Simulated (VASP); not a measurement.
Set up this calculation in VASP 6.6.1, as the native input.

```yaml
Task: single point
Functional: LDA
Potentials_or_basis: VASP PAW LDA potentials, release 64 (Al)
Cutoff: 520 eV
k_mesh: 24 × 24 × 24
Occupations: methfessel-paxton, width 0.2 eV
Spin: no spin polarisation
Dipole_correction: no
Further_INCAR_settings: ALGO = Normal; EDIFF = 1e-06; NBANDS = 8
```

The structure of Al lies in POSCAR:

```
Al
1.0
   -1.5912186900      1.5912186900      1.5912186900
    1.5912186900     -1.5912186900      1.5912186900
    1.5912186900      1.5912186900     -1.5912186900
Al
1
Direct
    0.0000000000      0.0000000000      0.0000000000
```

These files were run (other wordings do the same):

INCAR

```
PREC = Accurate
ENCUT = 520
EDIFF = 1E-6
ISMEAR = 1
SIGMA = 0.2
LREAL = F
LASPH = T
NELM = 80
ALGO = Normal
ISIF = 2
LWAVE = F
LCHARG = T
LELF = T
LVHAR = T
NBANDS = 8
```

KPOINTS

```
regular mesh
0
Gamma
  24 24 24
```

Potentials or basis: VASP PAW LDA potentials, release 64 (Al).

Run with:

```bash
$ cat potpaw_LDA.64/Al/POTCAR > POTCAR
$ mpirun -np 1 vasp_std > vasp.out
```

It gave:

```json
{
  "Pressure": "0.5 GPa"
}
```

Run time: 31 s on 1 thread of Intel(R) Xeon(R) Platinum 8259CL CPU @ 2.50GHz (Skylake/Cascade Lake) (shared host), peak memory 0.15 GiB.
